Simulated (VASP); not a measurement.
# ZnS (F-43m) in VASP: further runs

Aim: see how the results for ZnS move with the level of theory and the settings. Levels: PBE, LDA. Tasks: single point.

Program: VASP 6.6.1. These are calculated values, not measurements. Logs are shortened: lines on timing, memory, paths and dates and some standing lists are left out, and cuts for length are marked.

## Step 1: The cell of the first run

It takes space group F-43m (No. 216, cubic). The conventional cell has a = 5.216 Å, b = 5.216 Å, c = 5.216 Å, α = 90.00°, β = 90.00°, γ = 90.00°. Within 3.0 Å of Zn (site symmetry -43m) lie 4 S at 2.26 Å. Within 3.0 Å of S (site symmetry -43m) lie 4 Zn at 2.26 Å.

## Step 2: Single point, PBE (volume scaled by 0.88)

Input file INCAR:

```
ALGO = Normal
EDIFF = 1E-6
ENCUT = 520
GGA = PE
ISIF = 2
ISMEAR = 0
LASPH = T
LCHARG = F
LREAL = F
LWAVE = F
NBANDS = 16
NELM = 60
PREC = Accurate
SIGMA = 0.02
```

Input file KPOINTS:

```
k-points
0
Gamma
  8 8 8
```

Input file POSCAR:

```
ZnS
1.0
    0.0000000000      2.6080594839      2.6080594839
    2.6080594839      0.0000000000      2.6080594839
    2.6080594839      2.6080594839      0.0000000000
Zn S
1 1
Direct
    0.2500000000      0.2500000000      0.2500000000
    0.0000000000      0.0000000000      0.0000000000
```

Potentials or basis: VASP PAW PBE potentials, release 64 (Zn, S).

Launch:

```sh
$ cat potpaw_PBE.64/Zn/POTCAR potpaw_PBE.64/S/POTCAR > POTCAR
$ mpirun -np 1 vasp_std > vasp.out
```

OUTCAR:

```text
EDIFF = 1E-6
   ENCUT = 520
   GGA = PE
   ISIF = 2
   ISMEAR = 0
   LASPH = T
   LREAL = F
   NELM = 60
   PREC = Accurate

 ion  position               nearest neighbor table
   1  0.250  0.250  0.250-   2 2.26   2 2.26   2 2.26   2 2.26
   2  0.000  0.000  0.000-   1 2.26   1 2.26   1 2.26   1 2.26

  LATTYP: Found a face centered cubic cell.
 ALAT       =     5.2161189678

  Lattice vectors:

 A1 = (   0.0000000000,   2.6080594839,   2.6080594839)
 A2 = (   2.6080594839,   0.0000000000,   2.6080594839)
 A3 = (   2.6080594839,   2.6080594839,   0.0000000000)

Analysis of symmetry for initial positions (statically):
=====================================================================
 Subroutine PRICEL returns:
 Original cell was already a primitive cell.

 Routine SETGRP: Setting up the symmetry group for a
 face centered cubic supercell.

 Subroutine GETGRP returns: Found 24 space group operations
 (whereof 24 operations were pure point group operations)
 out of a pool of 48 trial point group operations.

The static configuration has the point symmetry T_d .

Analysis of symmetry for dynamics (positions and initial velocities):
=====================================================================
 Subroutine PRICEL returns:
 Original cell was already a primitive cell.

 Routine SETGRP: Setting up the symmetry group for a
 face centered cubic supercell.

 Subroutine GETGRP returns: Found 24 space group operations
 (whereof 24 operations were pure point group operations)
 out of a pool of 48 trial point group operations.

The dynamic configuration has the point symmetry T_d .

 Subroutine INISYM returns: Found 24 space group operations
 (whereof 24 operations are pure point group operations),
 and found     1 'primitive' translations

----------------------------------------------------------------------------------------

                                     Primitive cell

  volume of cell :      35.4799

  direct lattice vectors                    reciprocal lattice vectors
     0.000000000  2.608059484  2.608059484    -0.191713419  0.191713419  0.191713419
     2.608059484  0.000000000  2.608059484     0.191713419 -0.191713419  0.191713419
     2.608059484  2.608059484  0.000000000     0.191713419  0.191713419 -0.191713419

  length of vectors
     3.688353094  3.688353094  3.688353094     0.332057382  0.332057382  0.332057382

  position of ions in fractional coordinates (direct lattice)
     0.250000000  0.250000000  0.250000000
     0.000000000  0.000000000  0.000000000

  ion indices of the primitive-cell ions
   primitive index   ion index
                 1           1
                 2           2

----------------------------------------------------------------------------------------

 KPOINTS: k-points

Automatic generation of k-mesh.
 Grid dimensions read from file:
 generate k-points for:    8    8    8

 Generating k-lattice:

  Cartesian coordinates                     Fractional coordinates (reciprocal lattice)
    -0.023964177  0.023964177  0.023964177     0.125000000  0.000000000  0.000000000
     0.023964177 -0.023964177  0.023964177     0.000000000  0.125000000  0.000000000
     0.023964177  0.023964177 -0.023964177     0.000000000  0.000000000  0.125000000

  Length of vectors
     0.041507173  0.041507173  0.041507173

  Shift w.r.t. Gamma in fractional coordinates (k-lattice)
     0.000000000  0.000000000  0.000000000

 Subroutine IBZKPT returns following result:
 ===========================================

 Found     29 irreducible k-points:

 Following reciprocal coordinates:
            Coordinates               Weight
  0.000000  0.000000  0.000000      1.000000
  0.125000  0.000000  0.000000      8.000000
  0.250000  0.000000  0.000000      8.000000
  0.375000  0.000000  0.000000      8.000000
  0.500000  0.000000  0.000000      4.000000
  0.125000  0.125000  0.000000      6.000000
[... 16 lines left out ...]
  0.500000  0.250000  0.125000     48.000000
 -0.375000  0.250000  0.125000     24.000000
 [... further k-points ...]
   k-points           NKPTS =     29   k-points in BZ     NKDIM =     29   number of bands    NBANDS=     16
   number of dos      NEDOS =    301   number of ions     NIONS =      2
   total plane-waves  NPLWV =  21952
   dimension x,y,z NGX =    28 NGY =   28 NGZ =   28
   dimension x,y,z NGXF=    56 NGYF=   56 NGZF=   56
   ions per type =               1   1
   NGX,Y,Z   is equivalent  to a cutoff of  12.62, 12.62, 12.62 a.u.
   NGXF,Y,Z  is equivalent  to a cutoff of  25.24, 25.24, 25.24 a.u.
 SYSTEM =  unknown system
   PREC   = accura    normal or accurate (medium, high low for compatibility)
   ISTART =      0    job   : 0-new  1-cont  2-samecut
   ICHARG =      2    charge: 1-file 2-atom 10-const
   ISPIN  =      1    spin polarized calculation?
   LNONCOLLINEAR =      F non collinear calculations
   LSORBIT =      F    spin-orbit coupling
   LASPH  =      T    aspherical Exc in radial PAW
[... 106 lines left out ...]
  band No.  band energies     occupation
      1      -9.6424      2.00000
      2      -3.5238      2.00000
      3      -3.5238      2.00000
      4      -2.9924      2.00000
      5      -2.9924      2.00000
      6      -2.9312      2.00000
[... 8 lines left out ...]
     15      16.8323      0.00000
     16      16.8323      0.00000

 k-point     6 :       0.1250    0.1250    0.0000
  band No.  band energies     occupation
      1     -10.5923      2.00000
      2      -3.7006      2.00000
      3      -3.6174      2.00000
      4      -3.6174      2.00000
      5      -3.0551      2.00000
      6      -3.0177      2.00000
[... 8 lines left out ...]
     15      15.2419      0.00000
     16      17.0097      0.00000

 k-point     7 :       0.2500    0.1250    0.0000
  band No.  band energies     occupation
      1     -10.2989      2.00000
      2      -3.7097      2.00000
      3      -3.5596      2.00000
      4      -3.5574      2.00000
      5      -3.0664      2.00000
      6      -3.0044      2.00000
[... 8 lines left out ...]
     15      15.2238      0.00000
     16      17.2764      0.00000

 k-point     8 :       0.3750    0.1250    0.0000
  band No.  band energies     occupation
      1      -9.8839      2.00000
      2      -3.6171      2.00000
      3      -3.5036      2.00000
      4      -3.4771      2.00000
      5      -3.0350      2.00000
      6      -2.9887      2.00000
[... 8 lines left out ...]
     15      16.0769      0.00000
     16      16.6221      0.00000

 k-point     9 :       0.5000    0.1250    0.0000
  band No.  band energies     occupation
      1      -9.5943      2.00000
      2      -3.5351      2.00000
      3      -3.4843      2.00000
      4      -3.1814      2.00000
      5      -2.9885      2.00000
      6      -2.8824      2.00000
[... 8 lines left out ...]
     15      16.8542      0.00000
     16      17.1883      0.00000
[... 172 lines left out ...]
 k-point    19 :       0.5000    0.3750    0.0000
  band No.  band energies     occupation
      1      -9.3227      2.00000
      2      -3.7443      2.00000
      3      -3.2762      2.00000
      4      -3.2544      2.00000
      5      -2.9499      2.00000
      6      -2.8130      2.00000
[... 8 lines left out ...]
     15      17.1156      0.00000
     16      18.5566      0.00000

 k-point    20 :      -0.3750    0.3750    0.0000
  band No.  band energies     occupation
      1      -9.2859      2.00000
      2      -3.6240      2.00000
      3      -3.3111      2.00000
      4      -3.1725      2.00000
      5      -2.9870      2.00000
      6      -2.5953      2.00000
[... 8 lines left out ...]
     15      15.8470      0.00000
     16      19.7151      0.00000

 k-point    21 :       0.5000    0.5000    0.0000
  band No.  band energies     occupation
      1      -9.2565      2.00000
      2      -3.8053      2.00000
      3      -3.2321      2.00000
      4      -3.2321      2.00000
      5      -2.9323      2.00000
      6      -2.7776      2.00000
[... 8 lines left out ...]
     15      17.0142      0.00000
     16      18.0814      0.00000

 k-point    22 :       0.3750    0.2500    0.1250
  band No.  band energies     occupation
      1      -9.9787      2.00000
      2      -3.6883      2.00000
      3      -3.5063      2.00000
      4      -3.4766      2.00000
      5      -3.0661      2.00000
      6      -2.9825      2.00000
[... 8 lines left out ...]
     15      16.2329      0.00000
     16      18.8163      0.00000

 k-point    23 :       0.5000    0.2500    0.1250
  band No.  band energies     occupation
      1      -9.6187      2.00000
      2      -3.5624      2.00000
      3      -3.4735      2.00000
      4      -3.3357      2.00000
      5      -3.0151      2.00000
      6      -2.9535      2.00000
[... 8 lines left out ...]
     15      17.4527      0.00000
     16      17.9352      0.00000

 k-point    24 :      -0.3750    0.2500    0.1250
  band No.  band energies     occupation
      1      -9.4549      2.00000
      2      -3.5257      2.00000
      3      -3.4428      2.00000
      4      -3.1356      2.00000
      5      -3.0197      2.00000
      6      -2.7131      2.00000
[... 8 lines left out ...]
     15      17.0125      0.00000
     16      17.9381      0.00000

 [... further k-points ...]
[... 5 lines left out ...]
  --------------------------------------------------------------------------------------
  -------------------------------------------------------------------------------------
  Total        2.6651305      2.6651305      2.6651305     -0.0000000      0.0000000      0.0000000
  in kB      120.3501389    120.3501389    120.3501389     -0.0000000      0.0000000      0.0000000
  external PRESSURE =     120.3501389 kB  Pullay stress =       0.0000000 kB

 VOLUME and BASIS-vectors are now :
 -----------------------------------------------------------------------------
  energy-cutoff  :      520.00
  volume of cell :       35.48
      direct lattice vectors                 reciprocal lattice vectors
     0.000000000  2.608059484  2.608059484    -0.191713419  0.191713419  0.191713419
     2.608059484  0.000000000  2.608059484     0.191713419 -0.191713419  0.191713419
     2.608059484  2.608059484  0.000000000     0.191713419  0.191713419 -0.191713419

 POSITION                                       TOTAL-FORCE (eV/Angst)
 -----------------------------------------------------------------------------------
      1.30403      1.30403      1.30403         0.000000      0.000000      0.000000
      0.00000      0.00000      0.00000        -0.000000     -0.000000     -0.000000
 -----------------------------------------------------------------------------------
    total drift:                               -0.000002     -0.000002     -0.000002

  FREE ENERGIE OF THE ION-ELECTRON SYSTEM (eV)
  ---------------------------------------------------
  free  energy   TOTEN  =        -6.6864620829 eV

  energy  without entropy=       -6.6864620829  energy(sigma->0) =       -6.68646208
```

Wall time 11 s (1 thread of Intel Xeon Platinum 8559C (Emerald Rapids), shared host); peak memory 0.15 GiB.

Results:

```
Free energy            : -6.6865 eV
Pressure               : 12.0 GPa
Band gap on the k mesh : 2.59 eV, direct
```

Levels at points of the mesh, in eV from the valence-band top:
```csv
k point,band 5,band 6,band 7,band 8,band 9,band 10,band 11,band 12,band 13,band 14
"(0.00, 0.00, 0.00)",-6.20,-6.20,0.00,0.00,0.00,2.59,6.30,6.30,6.30,11.87
"(0.50, 0.00, 0.00)",-6.16,-6.09,-5.90,-1.03,-1.03,3.51,6.84,6.84,9.25,12.70
"(0.50, 0.50, 0.00)",-6.10,-5.94,-4.99,-2.63,-2.63,3.14,4.02,11.78,12.69,12.69
```

Caveat: the cell differs from its parent crystal (volume scaled by 0.88).

## Step 3: Single point, PBE (volume scaled by 0.91)

Input file INCAR:

```
SYSTEM = ZnS
PREC = Accurate ; ENCUT = 520
EDIFF = 1E-7 ; ISMEAR = 0
SIGMA = 0.02 ; LREAL = .FALSE.
LASPH = .TRUE. ; NELM = 100
ALGO = Normal ; ISIF = 2
LWAVE = .FALSE. ; LCHARG = .FALSE.
GGA = PE ; NBANDS = 16
```

Input file KPOINTS:

```
regular mesh
0
G
  8 8 8
  0 0 0
```

Input file POSCAR:

```
ZnS
1.0
    0.0000000000      2.6373659760      2.6373659760
    2.6373659760      0.0000000000      2.6373659760
    2.6373659760      2.6373659760      0.0000000000
Zn S
1 1
Direct
    0.2500000000      0.2500000000      0.2500000000
    0.0000000000      0.0000000000      0.0000000000
```

Potentials or basis: VASP PAW PBE potentials, release 64 (Zn, S).

Launch:

```sh
$ cat potpaw_PBE.64/Zn/POTCAR potpaw_PBE.64/S/POTCAR > POTCAR
$ mpirun -np 1 vasp_std > vasp.out
```

It took 12 s on 1 thread of Intel Xeon Platinum 8559C (Emerald Rapids), shared host; peak memory 0.16 GiB.

The run converged. Its results:

```
Free energy            : -6.7632 eV
Pressure               : 8.3 GPa
Band gap on the k mesh : 2.44 eV, direct
```

Levels at points of the mesh, in eV from the valence-band top:
```tsv
k point	band 5	band 6	band 7	band 8	band 9	band 10	band 11	band 12	band 13	band 14
(0.00, 0.00, 0.00)	-6.07	-6.07	0.00	0.00	0.00	2.44	6.33	6.33	6.33	11.84
(0.50, 0.00, 0.00)	-6.03	-5.88	-5.75	-0.98	-0.98	3.45	6.87	6.87	9.14	12.52
(0.50, 0.50, 0.00)	-5.98	-5.83	-4.85	-2.50	-2.50	3.23	4.05	11.52	12.47	12.47
```

Caveat: the cell differs from its parent crystal (volume scaled by 0.91).

## Step 4: Single point, PBE (volume scaled by 0.94)

Input file INCAR:

```
  ALGO = Normal
  EDIFF = 1E-6
  ENCUT = 520
  GGA = PE
  ISIF = 2
  ISMEAR = 0
  LASPH = True
  LCHARG = True
  LELF = True
  LREAL = False
  LVHAR = True
  LWAVE = False
  NBANDS = 16
  NELM = 60
  PREC = Accurate
  SIGMA = 0.02
```

Input file KPOINTS:

```
k-points
0
Gamma
  8 8 8
```

Input file POSCAR:

```
ZnS
1.0
    0.0000000000      2.6660352436      2.6660352436
    2.6660352436      0.0000000000      2.6660352436
    2.6660352436      2.6660352436      0.0000000000
Zn S
1 1
Direct
    0.2500000000      0.2500000000      0.2500000000
    0.0000000000      0.0000000000      0.0000000000
```

Launch:

```sh
$ cat potpaw_PBE.64/Zn/POTCAR potpaw_PBE.64/S/POTCAR > POTCAR
$ mpirun -np 1 vasp_std > vasp.out
```

Wall time 10 s (1 thread of Intel Xeon Platinum 8559C (Emerald Rapids), shared host); peak memory 0.15 GiB.

Results (log left out):

| Property | Result |
| --- | --- |
| Free energy | -6.8139 eV |
| Pressure | 5.1 GPa |
| Band gap on the k mesh | 2.29 eV, direct |

Levels at points of the mesh, in eV from the valence-band top:
```tsv
k point	band 7	band 8	band 9	band 10	band 11	band 12
(0.00, 0.00, 0.00)	0.00	0.00	0.00	2.29	6.36	6.36
(0.50, 0.00, 0.00)	-5.56	-0.93	-0.93	3.39	6.90	6.90
(0.50, 0.50, 0.00)	-4.72	-2.37	-2.37	3.31	4.07	11.27
```

Caveat: the cell differs from its parent crystal (volume scaled by 0.94).

## Step 5: Single point, PBE

This run uses another cell than the first one, of 20.16 Å³/atom, 1.136 times its volume.

Input file INCAR:

```
SYSTEM = ZnS
  PREC = Accurate
  ENCUT = 520
  EDIFF = 1E-6
  ISMEAR = 0
  SIGMA = 0.02
  LREAL = .FALSE.
  LASPH = .TRUE.
  NELM = 100
  ALGO = Normal
  ISIF = 2
  LWAVE = .FALSE.
  LCHARG = .FALSE.
  GGA = PE
  NBANDS = 16
```

Input file KPOINTS:

```
Automatic mesh
0
G
  8 8 8
  0 0 0
```

Input file POSCAR:

```
ZnS
1.0
    0.0000000000      2.7215935586      2.7215935586
    2.7215935586      0.0000000000      2.7215935586
    2.7215935586      2.7215935586      0.0000000000
Zn S
1 1
Direct
    0.2500000000      0.2500000000      0.2500000000
    0.0000000000      0.0000000000      0.0000000000
```

Launch:

```sh
$ cat potpaw_PBE.64/Zn/POTCAR potpaw_PBE.64/S/POTCAR > POTCAR
$ mpirun -np 1 vasp_std > vasp.out
```

Run time: 16 s. Hardware: 1 thread of Intel Xeon Platinum 8559C (Emerald Rapids), shared host; peak memory 0.16 GiB.

It converged, with:

```yaml
Free_energy: -6.8523 eV
Pressure: 0.2 GPa
Band_gap_on_the_k_mesh: 2.02 eV, direct
```

Levels at points of the mesh, in eV from the valence-band top:
```tsv
k point	band 7	band 8	band 9	band 10	band 11	band 12
(0.00, 0.00, 0.00)	0.00	0.00	0.00	2.02	6.41	6.41
(0.50, 0.00, 0.00)	-5.15	-0.83	-0.83	3.27	6.94	6.94
(0.50, 0.50, 0.00)	-4.47	-2.14	-2.14	3.45	4.07	10.83
```

As with any semilocal functional, this PBE gap is likely too small.

## Step 6: Single point, LDA

This run uses another cell than the first one, of 20.16 Å³/atom, 1.136 times its volume.

Input file INCAR:

```
PREC = Accurate
ENCUT = 520
EDIFF = 1E-6
ISMEAR = 0
SIGMA = 0.02
LREAL = False
LASPH = True
NELM = 100
ALGO = Normal
ISIF = 2
LWAVE = False
LCHARG = True
LELF = True
LVHAR = True
NBANDS = 16
```

Input file KPOINTS:

```
regular mesh
0
Gamma
  8 8 8
```

POSCAR is that of step 5.

Potentials or basis: VASP PAW LDA potentials, release 64 (Zn, S).

Launch:

```sh
$ cat potpaw_LDA.64/Zn/POTCAR potpaw_LDA.64/S/POTCAR > POTCAR
$ mpirun -np 1 vasp_std > vasp.out
```

Wall time 14 s (1 thread of Intel Xeon Platinum 8559C (Emerald Rapids), shared host); peak memory 0.14 GiB.

It converged, with:

```
Free energy            : -8.1497 eV
Pressure               : -5.7 GPa
Band gap on the k mesh : 1.79 eV, direct
```

Levels at points of the mesh, in eV from the valence-band top:
| k point | band 7 | band 8 | band 9 | band 10 | band 11 | band 12 |
| --- | --- | --- | --- | --- | --- | --- |
| (0.00, 0.00, 0.00) | 0.00 | 0.00 | 0.00 | 1.79 | 6.27 | 6.27 |
| (0.50, 0.00, 0.00) | -5.24 | -0.85 | -0.85 | 3.07 | 6.80 | 6.80 |
| (0.50, 0.50, 0.00) | -4.58 | -2.17 | -2.17 | 3.24 | 3.90 | 10.57 |

## Step 7: The runs side by side

| level | potentials or basis | cell | gap on the mesh (eV) | pressure (GPa) |
| --- | --- | --- | --- | --- |
| PBE | VASP PAW PBE potentials, release 64 (Zn, S) | a = 3.688 Å, angles 60.0°, 2 atoms | 2.59 | 12.0 |
| PBE | VASP PAW PBE potentials, release 64 (Zn, S) | a = 3.730 Å, angles 60.0°, 2 atoms | 2.44 | 8.3 |
| PBE | VASP PAW PBE potentials, release 64 (Zn, S) | a = 3.770 Å, angles 60.0°, 2 atoms | 2.29 | 5.1 |
| PBE | VASP PAW PBE potentials, release 64 (Zn, S) | a = 3.849 Å, angles 60.0°, 2 atoms | 2.02 | 0.2 |
| LDA | VASP PAW LDA potentials, release 64 (Zn, S) | a = 3.849 Å, angles 60.0°, 2 atoms | 1.79 | -5.7 |

Alike in all rows: task single point; no spin polarisation; k mesh 8 × 8 × 8; cutoff (eV) 520; smearing gaussian 0.02 eV.

Total energies depend on the potentials used, so only differences within one code and one set of settings carry meaning.
